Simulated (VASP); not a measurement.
Here is a VASP 6.6.1 calculation.

The input INCAR:

```
PREC = Accurate
ENCUT = 520
EDIFF = 1E-7
ISMEAR = 0
SIGMA = 0.1
LREAL = False
LASPH = True
NELM = 80
ALGO = Normal
ISIF = 2
LWAVE = False
LCHARG = False
GGA = PE
NBANDS = 36
```

KPOINTS

```
regular mesh
0
Gamma
  10 10 6
```

Contents of POSCAR:

```
CdRe5Br
1.0
    4.1243670049      0.0000000000      0.0000000000
    0.0000000000      4.1243670049      0.0000000000
    0.0000000000      0.0000000000      6.7464716621
Cd Re Br
1 5 1
Direct
    0.5000000000      0.5000000000      0.0000000000
    0.0000000000      0.5000000000      0.2832579786
    0.0000000000      0.5000000000      0.7167420214
    0.5000000000      0.0000000000      0.2832579786
    0.5000000000      0.0000000000      0.7167420214
    0.0000000000      0.0000000000      0.0000000000
    0.0000000000      0.0000000000      0.5000000000
```

Potentials or basis: VASP PAW PBE potentials, release 64 (Cd, Re, Br).

Run with:

```console
$ cat potpaw_PBE.64/Cd/POTCAR potpaw_PBE.64/Re/POTCAR potpaw_PBE.64/Br/POTCAR > POTCAR
$ mpirun -np 1 vasp_std > vasp.out
```

(1) What does it give for the pressure?

(2) What does it give for the band gap on the k mesh?

(3) Predict the largest force.

## Answers

(1) 0.5 GPa.

(2) zero (bands 27 and 28 overlap by 1.53 eV).

(3) 0.005 eV/Å.

Caveat: spin-orbit coupling is left out, which moves the levels of the heavy elements.
